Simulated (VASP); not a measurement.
Wanted: the native input for a VASP 6.6.1 run.

```yaml
Task: relaxation of cell and atoms
Functional: PBEsol
Potentials_or_basis: VASP PAW PBE potentials, release 64 (B, N)
Cutoff: 600 eV
k_mesh: 12 × 12 × 6
Occupations: gaussian, width 0.05 eV
Spin: no spin polarisation
Dipole_correction: no
Further_INCAR_settings: ALGO = Normal; EDIFF = 1e-06; IBRION = 2; EDIFFG = -0.01; NSW = 100; ISIF = 3
```

The structure of BN lies in POSCAR:

```
BN
1.0
    2.5410113138      0.0000000000      0.0000000000
   -1.2705056569      2.2005803491      0.0000000000
    0.0000000000      0.0000000000      4.2032955032
B N
2 2
Direct
    0.6638250866      0.3472507005      1.0070344723
    0.3304917533      0.6805840338      0.5070344723
    0.6695082467      0.3194159662      0.6179655277
    0.3361749134      0.6527492995      0.1179655277
```

This cell differs from its parent crystal: all B atoms moved 0.1 Å in one direction.

The input as run:

INCAR

```
SYSTEM = BN
PREC = Accurate
ENCUT = 600
EDIFF = 1E-6
ISMEAR = 0
SIGMA = 0.05
LREAL = .FALSE.
LASPH = .TRUE.
NELM = 80
ALGO = Normal
ISIF = 3
LWAVE = .FALSE.
LCHARG = .FALSE.
GGA = PS
IBRION = 2
NSW = 100
EDIFFG = -0.01
```

KPOINTS

```
Automatic mesh
0
G
  12 12 6
  0 0 0
```

Potentials or basis: VASP PAW PBE potentials, release 64 (B, N).

Launch:

```sh
$ cat potpaw_PBE.64/B/POTCAR potpaw_PBE.64/N/POTCAR > POTCAR
$ mpirun -np 1 vasp_std > vasp.out
```

It gave:

```
Relaxed volume                         : 5.88 Å³/atom
Relaxed cell                           : a = 2.542 Å, b = 2.542 Å, c = 4.204 Å, α = 90.00°, β = 90.00°, γ = 120.00°
Space group after relaxing (to 0.05 Å) : P6_3mc (No. 186)
Energy gained by relaxing              : 64.9 meV/atom
Ionic steps                            : 9
Pressure after relaxing                : 0.0 GPa
Largest force after relaxing           : 0.004 eV/Å
Band gap on the k mesh                 : 4.95 eV, indirect (least direct gap 8.22 eV)
```

Caveat: the cell differs from its parent crystal (all B atoms moved 0.1 Å in one direction); the PAW data sets were made with another functional, which shifts forces and pressure a little.

Run time: 13 min on 1 thread of AMD EPYC 9R45, with other jobs on the host, peak memory 0.23 GiB.
